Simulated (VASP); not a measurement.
# Zn4HSe4 (a cell with a defect) in VASP: notebook

Zn4HSe4 (a cell with a defect) is run at these levels: LDA; tasks: single point.

All numbers are computed with VASP 6.6.1; they aren't measurements. Logs are shortened: lines on timing, memory, paths and dates and some standing lists are left out, and cuts for length are marked.

## 1. The cell of the first run

The cell holds a defect, 9 atoms: a = 5.631 Å, b = 5.631 Å, c = 6.596 Å, α = 115.27°, β = 115.27°, γ = 90.00°.

## 2. Single point, LDA

INCAR

```
PREC = Accurate ; ENCUT = 520
EDIFF = 1E-7 ; ISMEAR = 0
SIGMA = 0.05 ; LREAL = F
LASPH = T ; NELM = 60
ALGO = Normal ; ISIF = 2
LWAVE = F ; LCHARG = T
LELF = T ; LVHAR = T
NELECT = 72.0 ; NBANDS = 46
```

KPOINTS

```
regular mesh
0
Gamma
  6 6 6
```

POSCAR

```
Zn4HSe4
1.0
   -3.9820046754     -3.9820046754      0.0000000000
   -3.9820046754      3.9820046754      0.0000000000
    3.9820046754      0.0000000000     -5.2585263399
Zn Se H
4 4 1
Direct
    1.0000000000      1.0000000000      1.0000000000
    0.5000000000      0.5000000000      1.0000000000
    1.0000000000      0.5000000000      1.0000000000
    0.5000000000      1.0000000000      1.0000000000
    0.1101682683      0.6101682683      0.7203365366
    0.6101682683      0.1101682683      0.7203365366
    0.8898317317      0.8898317317      0.2796634634
    0.3898317317      0.3898317317      0.2796634634
    0.8749792674      0.3749792674      0.2422074293
```

Potentials or basis: VASP PAW LDA potentials, release 64 (Zn, Se, H).

The run is started by

```console
$ cat potpaw_LDA.64/Zn/POTCAR potpaw_LDA.64/Se/POTCAR potpaw_LDA.64/H/POTCAR > POTCAR
$ mpirun -np 1 vasp_std > vasp.out
```

OUTCAR:

```text
PREC = Accurate
   ENCUT = 520
   EDIFF = 1E-7
   ISMEAR = 0
   LREAL = F
   LASPH = T
   NELM = 60
   ISIF = 2
   NELECT = 72.0

 ion  position               nearest neighbor table
   1  0.000  0.000  0.000-   5 2.48   6 2.48   7 2.48   8 2.48   3 2.82   4 2.82   3 2.82   4 2.82

   2  0.500  0.500  0.000-   5 2.48   6 2.48   7 2.48   8 2.48   3 2.82   4 2.82   4 2.82   3 2.82

   3  0.000  0.500  0.000-   5 2.48   6 2.48   7 2.48   8 2.48   1 2.82   2 2.82   1 2.82   2 2.82

   4  0.500  0.000  0.000-   5 2.48   6 2.48   7 2.48   8 2.48   1 2.82   2 2.82   2 2.82   1 2.82

   5  0.110  0.610  0.720-   1 2.48   2 2.48   3 2.48   4 2.48
   6  0.610  0.110  0.720-   1 2.48   2 2.48   3 2.48   4 2.48
   7  0.890  0.890  0.280-   1 2.48   2 2.48   3 2.48   4 2.48
   8  0.390  0.390  0.280-   1 2.48   2 2.48   3 2.48   4 2.48
   9  0.875  0.375  0.242-

  LATTYP: Found a body centered tetragonal cell.
 ALAT       =     5.6314050174
 C/A-ratio  =     1.8675717068

  Lattice vectors:

 A1 = (   0.0000000000,  -3.9820046754,   5.2585263399)
 A2 = (   0.0000000000,   3.9820046754,   5.2585263399)
 A3 = (  -3.9820046754,   0.0000000000,  -5.2585263399)

Analysis of symmetry for initial positions (statically):
=====================================================================
 Subroutine PRICEL returns:
 Original cell was already a primitive cell.

 Routine SETGRP: Setting up the symmetry group for a
 body centered tetragonal supercell.

 Subroutine GETGRP returns: Found  2 space group operations
 (whereof  1 operations were pure point group operations)
 out of a pool of 16 trial point group operations.

The static configuration has the point symmetry C_1 .
 The point group associated with its full space group is C_1h.

Analysis of symmetry for dynamics (positions and initial velocities):
=====================================================================
 Subroutine PRICEL returns:
 Original cell was already a primitive cell.

 Routine SETGRP: Setting up the symmetry group for a
 body centered tetragonal supercell.

 Subroutine GETGRP returns: Found  2 space group operations
 (whereof  1 operations were pure point group operations)
 out of a pool of 16 trial point group operations.

The dynamic configuration has the point symmetry C_1 .
 The point group associated with its full space group is C_1h.

 Subroutine INISYM returns: Found  2 space group operations
 (whereof  1 operations are pure point group operations),
 and found     1 'primitive' translations

----------------------------------------------------------------------------------------

                                     Primitive cell

  volume of cell :     166.7622

  direct lattice vectors                    reciprocal lattice vectors
    -3.982004675 -3.982004675  0.000000000    -0.125564895 -0.125564895 -0.095083673
    -3.982004675  3.982004675  0.000000000    -0.125564895  0.125564895 -0.095083673
     3.982004675  0.000000000 -5.258526340     0.000000000  0.000000000 -0.190167346

  length of vectors
     5.631405017  5.631405017  6.596094337     0.201429866  0.201429866  0.190167346

  position of ions in fractional coordinates (direct lattice)
     0.000000000  0.000000000  0.000000000
     0.500000000  0.500000000  0.000000000
     0.000000000  0.500000000  0.000000000
     0.500000000  0.000000000  0.000000000
     0.110168268  0.610168268  0.720336537
     0.610168268  0.110168268  0.720336537
     0.889831732  0.889831732  0.279663463
     0.389831732  0.389831732  0.279663463
     0.874979267  0.374979267  0.242207429

  ion indices of the primitive-cell ions
   primitive index   ion index
                 1           1
                 2           2
                 3           3
                 4           4
                 5           5
                 6           6
                 7           7
                 8           8
                 9           9

----------------------------------------------------------------------------------------

 KPOINTS: regular mesh

Automatic generation of k-mesh.
 Grid dimensions read from file:
 generate k-points for:    6    6    6

 Generating k-lattice:

  Cartesian coordinates                     Fractional coordinates (reciprocal lattice)
    -0.020927483 -0.020927483 -0.015847279     0.166666667  0.000000000  0.000000000
    -0.020927483  0.020927483 -0.015847279     0.000000000  0.166666667  0.000000000
     0.000000000  0.000000000 -0.031694558     0.000000000  0.000000000  0.166666667

  Length of vectors
     0.033571644  0.033571644  0.031694558

  Shift w.r.t. Gamma in fractional coordinates (k-lattice)
     0.000000000  0.000000000  0.000000000

 Subroutine IBZKPT returns following result:
 ===========================================

 Found     68 irreducible k-points:

 Following reciprocal coordinates:
            Coordinates               Weight
  0.000000  0.000000  0.000000      1.000000
  0.166667  0.000000  0.000000      4.000000
  0.000000 -0.166667  0.166667      4.000000
  0.333333  0.000000 -0.000000      4.000000
  0.000000 -0.333333  0.333333      4.000000
  0.500000  0.000000  0.000000      2.000000
[... 16 lines left out ...]
 -0.166667  0.166667  0.000000      2.000000
  0.166667  0.166667 -0.166667      2.000000
 [... further k-points ...]
   k-points           NKPTS =     68   k-points in BZ     NKDIM =     68   number of bands    NBANDS=     46
   number of dos      NEDOS =    301   number of ions     NIONS =      9
   total plane-waves  NPLWV =  88200
   dimension x,y,z NGX =    42 NGY =   42 NGZ =   50
   dimension x,y,z NGXF=    84 NGYF=   84 NGZF=  100
   ions per type =               4   4   1
   NGX,Y,Z   is equivalent  to a cutoff of  12.40, 12.40, 12.60 a.u.
   NGXF,Y,Z  is equivalent  to a cutoff of  24.80, 24.80, 25.20 a.u.
 SYSTEM =  unknown system
   PREC   = accura    normal or accurate (medium, high low for compatibility)
   ISTART =      0    job   : 0-new  1-cont  2-samecut
   ICHARG =      2    charge: 1-file 2-atom 10-const
   ISPIN  =      1    spin polarized calculation?
   LNONCOLLINEAR =      F non collinear calculations
   LSORBIT =      F    spin-orbit coupling
   LASPH  =      T    aspherical Exc in radial PAW
   ENCUT  =  520.0 eV  38.22 Ry    6.18 a.u.  10.47 10.47 12.26*2*pi/ulx,y,z
   NELM   =     60;   NELMIN=  2; NELMDL= -5     # of ELM steps
   EDIFF  = 0.1E-06   stopping-criterion for ELM
   LREAL  =      F    real-space projection
   EDIFFG = 0.1E-05   stopping-criterion for IOM
   NSW    =      0    number of steps for IOM
   IBRION =     -1    ionic relax: 0-MD 1-quasi-New 2-CG
   NFREE  =      0    steps in history (QN), initial steepest desc. (CG)
   ISIF   =      2    stress and relaxation
   ISYM   =      2    0-nonsym 1-usesym 2-fastsym
   POTIM  = 0.5000    time-step for ionic-motion
   TEBEG  =    0.0;   TEEND  =   0.0 temperature during run
   PSTRESS=    0.0 pullay stress
   NELECT =      72.0000    total number of electrons
   NUPDOWN=      -1.0000    fix difference up-down
   EMIN   =  10.00;   EMAX   =-10.00  energy-range for DOS
   EFERMI =   0.00;   METHOD = LEGACY
   ISMEAR =     0;   SIGMA  =   0.05  broadening in eV -4-tet -1-fermi 0-gaus
   EFERMI_NEDOS =   21; number of points for ismear=-14 and -15
   IALGO  =     38    algorithm
   IMIX   =      4    mixing-type and parameters
     AMIX     =   0.40;   BMIX     =  1.00
     AMIX_MAG =   1.60;   BMIX_MAG =  1.00
  volume/ion in A,a.u.               =      18.53       125.04
  Fermi-wavevector in a.u.,A,eV,Ry     =   1.237333  2.338220 20.830412  1.530992
  Thomas-Fermi vector in A             =   2.371904
   LORBIT       =      0    0 simple, 1 ext, 2 COOP (PROOUT), +10 PAW based schemes
   GGA     = CA    functional components
   LHFCALC =     F    Hartree Fock is set to
   AEXX    =    0.0000 exact exchange contribution
   IVDW    =     0    specifies the selected vdW correction
   LEPSILON=     F    determine dielectric tensor
   LRPA    =     F    only Hartree local field effects (RPA)
 non-spin polarized calculation
 Gauss-broadening in eV      SIGMA  =   0.05
  energy-cutoff  :      520.00
  volume of cell :      166.76
 maximum number of plane-waves:      4555
 NGX is ok and might be reduce to    42
   NGX = 21   NGY = 21   NGZ = 25

 number of electron      72.0000030 magnetization

 Free energy of the ion-electron system (eV)
  ---------------------------------------------------
  ext. energy  EPLUGINS =         0.00000000
  ---------------------------------------------------
  free energy    TOTEN  =       -31.91995836 eV

  energy without entropy =      -31.91682132  energy(sigma->0) =      -31.91838984

 E-fermi :   2.1360     XC(G=0): -10.1869

 val. band max:        2.1255504609   @ k =   0.1667   0.1667   0.0000
 cond. band min:       2.1465157844   @ k =   0.0000  -0.1667   0.1667
 fundamental gap:      0.0209653235
 Fermi energy:         2.1359982258

 k-point     1 :       0.0000    0.0000    0.0000
  band No.  band energies     occupation
      1     -11.5330      2.00000
      2     -10.2484      2.00000
      3     -10.1734      2.00000
      4     -10.0148      2.00000
      5      -5.0468      2.00000
      6      -5.0454      2.00000
[... 38 lines left out ...]
     45       7.8227      0.00000
     46       8.2781      0.00000

 k-point     2 :       0.1667    0.0000    0.0000
  band No.  band energies     occupation
      1     -11.4414      2.00000
      2     -10.2949      2.00000
      3     -10.2151      2.00000
      4     -10.0497      2.00000
      5      -5.0938      2.00000
      6      -5.0082      2.00000
[... 38 lines left out ...]
     45       8.1228      0.00000
     46       8.4503      0.00000

 k-point     3 :       0.0000   -0.1667    0.1667
  band No.  band energies     occupation
      1     -11.4413      2.00000
      2     -10.2950      2.00000
      3     -10.2150      2.00000
      4     -10.0496      2.00000
      5      -5.0952      2.00000
      6      -5.0064      2.00000
[... 1018 lines left out ...]
     45       8.0285      0.00000
     46       8.4588      0.00000

 k-point    24 :       0.1667    0.1667   -0.1667
  band No.  band energies     occupation
      1     -11.3893      2.00000
      2     -10.3153      2.00000
      3     -10.2542      2.00000
      4     -10.0469      2.00000
      5      -5.0548      2.00000
      6      -4.9839      2.00000
[... 38 lines left out ...]
     45       8.0286      0.00000
     46       8.4590      0.00000

 [... further k-points ...]

------------------------ aborting loop because EDIFF is reached ----------------------------------------

  FORCE on cell =-STRESS in cart. coord.  units (eV):
  Direction    XX          YY          ZZ          XY          YZ          ZX
  --------------------------------------------------------------------------------------
  -------------------------------------------------------------------------------------
  Total       -7.4483073     -7.4469808     -9.8785800      0.0000000      0.0000000      0.0769216
  in kB      -71.5600421    -71.5472973    -94.9090272      0.0000000      0.0000000      0.7390290
  external PRESSURE =     -79.3387889 kB  Pullay stress =       0.0000000 kB

 VOLUME and BASIS-vectors are now :
 -----------------------------------------------------------------------------
  energy-cutoff  :      520.00
  volume of cell :      166.76
      direct lattice vectors                 reciprocal lattice vectors
    -3.982004675 -3.982004675  0.000000000    -0.125564895 -0.125564895 -0.095083673
    -3.982004675  3.982004675  0.000000000    -0.125564895  0.125564895 -0.095083673
     3.982004675  0.000000000 -5.258526340     0.000000000  0.000000000 -0.190167346

 POSITION                                       TOTAL-FORCE (eV/Angst)
 -----------------------------------------------------------------------------------
      0.00000      0.00000      0.00000         0.005163      0.181549     -0.017826
     -3.98200      0.00000      0.00000         0.005163     -0.181549     -0.017826
     -1.99100      1.99100      0.00000         0.188921      0.000000     -0.021148
     -1.99100     -1.99100      0.00000        -0.175104      0.000000     -0.014950
      0.00000      1.99100     -3.78791         0.004384      0.000000      0.743983
      0.00000     -1.99100     -3.78791         0.006984      0.000000      0.390617
     -5.97301      0.00000     -1.47062         0.001992      0.006273     -0.310705
     -1.99100      0.00000     -1.47062         0.001992     -0.006273     -0.310705
     -4.01287     -1.99100     -1.27365        -0.039494      0.000000     -0.441439
 -----------------------------------------------------------------------------------
    total drift:                               -0.000037     -0.000000      0.000086

  FREE ENERGIE OF THE ION-ELECTRON SYSTEM (eV)
  ---------------------------------------------------
  free  energy   TOTEN  =       -31.9199583624 eV

  energy  without entropy=      -31.9168213245  energy(sigma->0) =      -31.91838984
```

It took 4.6 min on 1 thread of Intel Xeon 6975P-C (Granite Rapids), shared host; peak memory 0.52 GiB.

What came out:

- Free energy: -31.9200 eV
- Largest force: 0.744 eV/Å

Forces in eV/Å, atoms in the order of the input:
```
Zn   0.005  0.182 -0.018
Zn   0.005 -0.182 -0.018
Zn   0.189  0.000 -0.021
Zn  -0.175  0.000 -0.015
Se   0.004  0.000  0.744
Se   0.007  0.000  0.391
Se   0.002  0.006 -0.311
Se   0.002 -0.006 -0.311
H   -0.039  0.000 -0.441
```

Caveat: the cell carries a net charge on a neutralising background, which shifts energy and pressure; the cell is charged against a uniform background, so pressure and absolute levels hang on convention.

[end of part 1 of 2]
